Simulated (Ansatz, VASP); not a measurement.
**KBr in VASP and in Ansatz**

File INCAR:

```
ALGO = Normal
EDIFF = 1E-7
ENCUT = 520
GGA = PE
ISIF = 2
ISMEAR = 0
LASPH = T
LCHARG = T
LELF = T
LREAL = F
LVHAR = T
LWAVE = F
NBANDS = 15
NELM = 80
PREC = Accurate
SIGMA = 0.05
```

The input KPOINTS:

```
k-points
0
Gamma
  6 6 6
```

File POSCAR:

```
KBr
1.0
    0.0000000000      3.2925000000      3.2925000000
    3.2925000000      0.0000000000      3.2925000000
    3.2925000000      3.2925000000      0.0000000000
K Br
1 1
Direct
    0.0000000000      0.0000000000      0.0000000000
    0.4731546400      0.5000000000      0.5000000000
```

Input for Ansatz:

```yaml
crystal:
  lattice:
    - [0.0, 3.2925, 3.2925]
    - [3.2925, 0.0, 3.2925]
    - [3.2925, 3.2925, 0.0]
  atoms:
    - { symbol: K, position: [0.0, 0.0, 0.0] }
    - { symbol: Br, position: [0.47315464, 0.5, 0.5] }
basis:
  ecutwfc: 420
kpoints:
  mp_grid: { grid: [6, 6, 6] }
hamiltonian:
  xc: pbe
scf:
  occupations: { method: gaussian, width: 0.05 }
output:
  forces: true
  stress: true
  eigenvalues: true
```

Change from the starting cell: all Br atoms moved +0.125 Å, as atom 2 towards its neighbour atom 2 (Br) at 4.656 Å.

Alike in both runs: task single point; functional PBE; k mesh 6 × 6 × 6; occupations gaussian, width 0.05 eV; no spin polarisation.

|  | VASP | Ansatz |
| --- | --- | --- |
| version | VASP 6.6.1 | Ansatz 0.2.0 |
| potentials or method | VASP PAW PBE potentials, release 64 (K_sv, Br), cutoff 520 eV | scalar-relativistic, plane waves, PAW |
| valence electrons in the cell | 16 | 16 |

|  | VASP | Ansatz | Ansatz less VASP |
| --- | --- | --- | --- |
| gap on the k mesh at the Fermi level (eV) | 4.46 | 4.46 | +0.002 |
| least direct gap on the mesh (eV) | 4.46 | 4.46 | +0.002 |
| pressure (GPa) | 1.0 | 0.9 | -0.04 |
| traceless stress, the component that is largest in VASP (GPa) | -0.11 | -0.11 | +0.002 |
| rms of the force components (eV/Å) | 0.094 | 0.092 | -0.0015 |

Atom by atom the forces differ by 0.001 eV/Å (rms over components). With one functional, cell and mesh, what is left measures potentials, basis and numerics.
